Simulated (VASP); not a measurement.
# GaP (I-4m2) in VASP: notebook

Runs on GaP. Level: PBEsol. Tasks: single point.

Program: VASP 6.6.1. These are calculated values, not measurements. Logs are shortened: lines on timing, memory, paths and dates and some standing lists are left out, and cuts for length are marked.

### 1 The cell of the first run

The structure is tetragonal, space group I-4m2 (No. 119). The conventional cell has a = 3.700 Å, b = 3.700 Å, c = 5.669 Å, α = 90.00°, β = 90.00°, γ = 90.00°. Within 3.1 Å of Ga (site symmetry -4m2) lie 4 P at 2.33 Å. Within 3.1 Å of P (site symmetry -4m2) lie 4 Ga at 2.33 Å.

### 2 Single point, PBEsol (strain -0.040 along x and y, +0.040 along z)

Contents of INCAR:

```
PREC     = Accurate       # precision mode
ENCUT    = 520            # plane-wave cutoff, eV
EDIFF    = 1E-7           # SCF threshold, eV
ISMEAR   = 0              # smearing method
SIGMA    = 0.05           # smearing width, eV
LREAL    = F              # projectors in reciprocal space
LASPH    = T              # aspherical terms in the spheres
NELM     = 60             # most SCF steps
ALGO     = Normal         # electronic algorithm
ISIF     = 2              # what is computed and relaxed
LWAVE    = F              # write WAVECAR
LCHARG   = T              # write CHGCAR
GGA      = PS             # functional
LELF     = T              # ELF
LVHAR    = T            
NBANDS   = 16             # bands
```

Contents of KPOINTS:

```
regular mesh
0
Gamma
  8 8 8
```

Contents of POSCAR:

```
GaP
1.0
    0.0000000000      2.6162400000      2.8342600000
    2.6162400000      0.0000000000      2.8342600000
    2.6162400000      2.6162400000      0.0000000000
Ga P
1 1
Direct
    0.0000000000      0.0000000000      0.0000000000
    0.7500000000      0.7500000000      0.7500000000
```

Potentials or basis: VASP PAW PBE potentials, release 64 (Ga_d, P).

On the command line:

```sh
$ cat potpaw_PBE.64/Ga_d/POTCAR potpaw_PBE.64/P/POTCAR > POTCAR
$ mpirun -np 1 vasp_std > vasp.out
```

OUTCAR:

```text
PREC = Accurate
   ENCUT = 520
   EDIFF = 1E-7
   ISMEAR = 0
   LREAL = F
   LASPH = T
   NELM = 60
   ISIF = 2
   GGA = PS

 ion  position               nearest neighbor table
   1  0.000  0.000  0.000-   2 2.33   2 2.33   2 2.33   2 2.33
   2  0.750  0.750  0.750-   1 2.33   1 2.33   1 2.33   1 2.33

  LATTYP: Found a body centered tetragonal cell.
 ALAT       =     3.6999220904
 C/A-ratio  =     1.5320646926

  Lattice vectors:

 A1 = (  -2.6162400000,   0.0000000000,   2.8342600000)
 A2 = (   2.6162400000,   0.0000000000,   2.8342600000)
 A3 = (   0.0000000000,   2.6162400000,  -2.8342600000)

Analysis of symmetry for initial positions (statically):
=====================================================================
 Subroutine PRICEL returns:
 Original cell was already a primitive cell.

 Routine SETGRP: Setting up the symmetry group for a
 body centered tetragonal supercell.

 Subroutine GETGRP returns: Found  8 space group operations
 (whereof  8 operations were pure point group operations)
 out of a pool of 16 trial point group operations.

The static configuration has the point symmetry D_2d.

Analysis of symmetry for dynamics (positions and initial velocities):
=====================================================================
 Subroutine PRICEL returns:
 Original cell was already a primitive cell.

 Routine SETGRP: Setting up the symmetry group for a
 body centered tetragonal supercell.

 Subroutine GETGRP returns: Found  8 space group operations
 (whereof  8 operations were pure point group operations)
 out of a pool of 16 trial point group operations.

The dynamic configuration has the point symmetry D_2d.

 Subroutine INISYM returns: Found  8 space group operations
 (whereof  8 operations are pure point group operations),
 and found     1 'primitive' translations

----------------------------------------------------------------------------------------

                                     Primitive cell

  volume of cell :      38.7994

  direct lattice vectors                    reciprocal lattice vectors
     0.000000000  2.616240000  2.834260000    -0.191113965  0.191113965  0.176412891
     2.616240000  0.000000000  2.834260000     0.191113965 -0.191113965  0.176412891
     2.616240000  2.616240000  0.000000000     0.191113965  0.191113965 -0.176412891

  length of vectors
     3.857167547  3.857167547  3.699922090     0.322754711  0.322754711  0.322754711

  position of ions in fractional coordinates (direct lattice)
     0.000000000  0.000000000  0.000000000
     0.750000000  0.750000000  0.750000000

[... 77 lines left out ...]
   LREAL  =      F    real-space projection
   EDIFFG = 0.1E-05   stopping-criterion for IOM
   NSW    =      0    number of steps for IOM
   IBRION =     -1    ionic relax: 0-MD 1-quasi-New 2-CG
   NFREE  =      0    steps in history (QN), initial steepest desc. (CG)
   ISIF   =      2    stress and relaxation
   ISYM   =      2    0-nonsym 1-usesym 2-fastsym
   POTIM  = 0.5000    time-step for ionic-motion
   TEBEG  =    0.0;   TEEND  =   0.0 temperature during run
   PSTRESS=    0.0 pullay stress
   NELECT =      18.0000    total number of electrons
   NUPDOWN=      -1.0000    fix difference up-down
   EMIN   =  10.00;   EMAX   =-10.00  energy-range for DOS
   EFERMI =   0.00;   METHOD = LEGACY
   ISMEAR =     0;   SIGMA  =   0.05  broadening in eV -4-tet -1-fermi 0-gaus
   EFERMI_NEDOS =   21; number of points for ismear=-14 and -15
   IALGO  =     38    algorithm
   IMIX   =      4    mixing-type and parameters
     AMIX     =   0.40;   BMIX     =  1.00
     AMIX_MAG =   1.60;   BMIX_MAG =  1.00
  volume/ion in A,a.u.               =      19.40       130.92
  Fermi-wavevector in a.u.,A,eV,Ry     =   1.267333  2.394912 21.852763  1.606133
  Thomas-Fermi vector in A             =   2.400486
   LORBIT       =      0    0 simple, 1 ext, 2 COOP (PROOUT), +10 PAW based schemes
   GGA     = PS    functional components
   LHFCALC =     F    Hartree Fock is set to
   AEXX    =    0.0000 exact exchange contribution
   IVDW    =     0    specifies the selected vdW correction
   LEPSILON=     F    determine dielectric tensor
   LRPA    =     F    only Hartree local field effects (RPA)
 non-spin polarized calculation
 Gauss-broadening in eV      SIGMA  =   0.05
  energy-cutoff  :      520.00
  volume of cell :       38.80
 maximum number of plane-waves:      1058
 NGX is ok and might be reduce to    30
   NGX = 15   NGY = 15   NGZ = 13

 number of electron      17.9999995 magnetization

 Free energy of the ion-electron system (eV)
  ---------------------------------------------------
  ext. energy  EPLUGINS =         0.00000000
  ---------------------------------------------------
  free energy    TOTEN  =        -9.86461063 eV

  energy without entropy =       -9.86461063  energy(sigma->0) =       -9.86461063

 E-fermi :   5.4095     XC(G=0): -10.2206

 val. band max:        5.1895241898   @ k =   0.0000   0.0000   0.0000
 cond. band min:       6.2408510969   @ k =   0.3750   0.0000   0.3750
 fundamental gap:      1.0513269071
 Fermi energy:         5.4095178899

 k-point     1 :       0.0000    0.0000    0.0000
  band No.  band energies     occupation
      1      -9.6295      2.00000
      2      -9.6040      2.00000
      3      -9.6040      2.00000
      4      -9.5042      2.00000
      5      -9.4993      2.00000
      6      -7.8258      2.00000
[... 433 lines left out ...]
      3      -9.5774      2.00000
      4      -9.5148      2.00000
      5      -9.4837      2.00000
      6      -6.2297      2.00000
[... 8 lines left out ...]
     15      15.5777      0.00000
     16      16.5130      0.00000

 [... further k-points ...]

------------------------ aborting loop because EDIFF is reached ----------------------------------------

  FORCE on cell =-STRESS in cart. coord.  units (eV):
  Direction    XX          YY          ZZ          XY          YZ          ZX
  --------------------------------------------------------------------------------------
  -------------------------------------------------------------------------------------
  Total        1.3032930      1.3032930     -0.3809011      0.0000000      0.0000000      0.0000000
  in kB       53.8180294     53.8180294    -15.7288843      0.0000000      0.0000000      0.0000000
  external PRESSURE =      30.6357249 kB  Pullay stress =       0.0000000 kB

 VOLUME and BASIS-vectors are now :
 -----------------------------------------------------------------------------
  energy-cutoff  :      520.00
  volume of cell :       38.80
      direct lattice vectors                 reciprocal lattice vectors
     0.000000000  2.616240000  2.834260000    -0.191113965  0.191113965  0.176412891
     2.616240000  0.000000000  2.834260000     0.191113965 -0.191113965  0.176412891
     2.616240000  2.616240000  0.000000000     0.191113965  0.191113965 -0.176412891

 POSITION                                       TOTAL-FORCE (eV/Angst)
 -----------------------------------------------------------------------------------
      0.00000      0.00000      0.00000         0.000000     -0.000000     -0.000000
      3.92436      3.92436      4.25139         0.000000      0.000000      0.000000
 -----------------------------------------------------------------------------------
    total drift:                                0.000002      0.000002      0.000000

  FREE ENERGIE OF THE ION-ELECTRON SYSTEM (eV)
  ---------------------------------------------------
  free  energy   TOTEN  =        -9.8646106303 eV

  energy  without entropy=       -9.8646106303  energy(sigma->0) =       -9.86461063
```

OSZICAR:

```text
N       E                     dE             d eps       ncg     rms          rms(c)
DAV:   1     0.794067283802E+02    0.79407E+02   -0.89565E+03  1984   0.161E+03
DAV:   2    -0.412464529864E+01   -0.83531E+02   -0.79648E+02  2152   0.307E+02
DAV:   3    -0.100774700888E+02   -0.59528E+01   -0.59332E+01  2336   0.649E+01
DAV:   4    -0.101678118431E+02   -0.90342E-01   -0.90317E-01  2440   0.862E+00
DAV:   5    -0.101695125285E+02   -0.17007E-02   -0.17006E-02  2424   0.103E+00    0.432E+00
DAV:   6    -0.990984526437E+01    0.25967E+00   -0.36266E-01  2984   0.121E+01    0.276E+00
DAV:   7    -0.986736716177E+01    0.42478E-01   -0.88856E-02  2688   0.239E+00    0.103E+00
DAV:   8    -0.986444110670E+01    0.29261E-02   -0.12407E-02  2312   0.132E+00    0.203E-01
DAV:   9    -0.986457088895E+01   -0.12978E-03   -0.10490E-03  2712   0.434E-01    0.639E-02
DAV:  10    -0.986458715261E+01   -0.16264E-04   -0.63687E-05  2968   0.873E-02    0.272E-02
DAV:  11    -0.986461064405E+01   -0.23491E-04   -0.24483E-05  2264   0.523E-02    0.703E-03
DAV:  12    -0.986461052178E+01    0.12227E-06   -0.10373E-06  2440   0.117E-02    0.495E-03
DAV:  13    -0.986461063694E+01   -0.11516E-06   -0.33342E-07  2512   0.473E-03    0.154E-03
DAV:  14    -0.986461063031E+01    0.66275E-08   -0.60469E-09  1424   0.727E-04
   1 F= -.98646106E+01 E0= -.98646106E+01  d E =-.431196E-12
```

stdout:

```text
POSCAR found type information on POSCAR GaP
 POSCAR found :  2 types and       2 ions
 scaLAPACK will be used
 -----------------------------------------------------------------------------
|                                                                             |
|                                                                             |
|     You enforced a specific xc type in the INCAR file but a different       |
|     I HOPE YOU KNOW WHAT YOU ARE DOING!                                     |
|                                                                             |
 -----------------------------------------------------------------------------

 LDA part: xc-table for (Slater+PW92), standard interpolation
 POSCAR, INCAR and KPOINTS ok, starting setup
 FFT: planning ... GRIDC
 FFT: planning ... GRID_SOFT
 FFT: planning ... GRID
 WAVECAR not read
 entering main loop
```

It took 48 s on 1 thread of Intel Xeon Platinum 8259CL at 2.50GHz (Skylake/Cascade Lake), shared host; peak memory 0.18 GiB.

What came out:

- Free energy: -9.8646 eV
- Pressure: 3.1 GPa
- Band gap on the k mesh: 1.05 eV (least direct gap 1.87 eV)

Stress tensor (GPa, compression positive):
```
 5.38  0.00  0.00
 0.00  5.38  0.00
 0.00  0.00 -1.57
```

Caveat: the cell differs from its parent crystal (strain -0.040 along x and y, +0.040 along z); the stress differs along the axes, from -2 to 5 GPa; the PAW data sets were made with another functional, which shifts forces and pressure a little.

(Continued in part 2 of 2.)
